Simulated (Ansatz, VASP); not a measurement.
Al: VASP beside Ansatz

```
Al
1.0
     2.88960    0.00000    0.00000
    -1.44480    2.50247    0.00000
     0.00000    0.00000    4.34140
Al
2
Direct
  0.66667 0.33333 0.75000
  0.33333 0.66667 0.25000
```

Alike in both runs: task single point; functional PBEsol; k mesh 18 × 18 × 10; occupations gaussian, width 0.15 eV; no spin polarisation.

```csv
,VASP,Ansatz
version,VASP 6.6.1,Ansatz 0.2.0
potentials or method,"VASP PAW PBE potentials, release 64 (Al), cutoff 520 eV","scalar-relativistic, plane waves, PAW"
valence electrons in the cell,6,6
```

|  | VASP | Ansatz | Ansatz less VASP |
| --- | --- | --- | --- |
| gap on the k mesh at the Fermi level (eV) | none | none | - |
| pressure (GPa) | 4.2 | 4.1 | -0.10 |
| traceless stress, the component that is largest in VASP (GPa) | 5.41 | 5.37 | -0.039 |

VASP's potentials were made for PBE, not for PBEsol, and Ansatz warns of the same on its side. A gap of «none» marks a metal or a gap that the smearing closes. The functional is the same, so the differences come from potentials, cutoffs and numerics.
